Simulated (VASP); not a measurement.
Here is a VASP 6.6.1 calculation.

INCAR

```
SYSTEM = La6N
ALGO     = Normal         ! electronic algorithm
EDIFF    = 1E-6           ! SCF threshold, eV
ENCUT    = 520            ! plane-wave cutoff, eV
GGA      = PE             ! functional
ISIF     = 2              ! what is computed and relaxed
ISMEAR   = 0              ! smearing method
LASPH    = .TRUE.         ! aspherical terms in the spheres
LCHARG   = .FALSE.        ! write CHGCAR
LREAL    = .FALSE.        ! projectors in reciprocal space
LWAVE    = .FALSE.        ! write WAVECAR
NBANDS   = 44             ! bands
NELM     = 100            ! most SCF steps
PREC     = Accurate       ! precision mode
SIGMA    = 0.2            ! smearing width, eV
```

Contents of KPOINTS:

```
k-points
0
G
  6 6 2
  0 0 0
```

POSCAR

```
La6N
1.0
    3.8073131835      0.0000000000      0.0000000000
    0.0000000000      3.8073131835      0.0000000000
    0.0000000000      0.0000000000     15.4995161856
La N
6 1
Direct
    0.5000000000      0.5000000000      0.8458293521
    0.5000000000      0.5000000000      0.1541706479
    0.0000000000      0.0000000000      0.0000000000
    0.0000000000      0.0000000000      0.6624186309
    0.0000000000      0.0000000000      0.3375813691
    0.5000000000      0.5000000000      0.5000000000
    0.5000000000      0.5000000000      0.0000000000
```

Potentials or basis: VASP PAW PBE potentials, release 64 (La, N).

Launch:

```sh
$ cat potpaw_PBE.64/La/POTCAR potpaw_PBE.64/N/POTCAR > POTCAR
$ mpirun -np 1 vasp_std > vasp.out
```

Predict the largest force.

0.076 eV/Å.

What does it give for the band gap on the k mesh?

Zero (an odd number of electrons rules out a gap without spin polarisation).

Predict the pressure.

0.0 GPa.

Forces in eV/Å, atoms in the order of the input:
```
La   0.000  0.000 -0.076
La   0.000  0.000  0.076
La   0.000  0.000  0.000
La   0.000  0.000  0.051
La   0.000  0.000 -0.051
La   0.000  0.000  0.000
N    0.000  0.000  0.000
```

Caveat: spin-orbit coupling is left out, which moves the levels of the heavy elements.
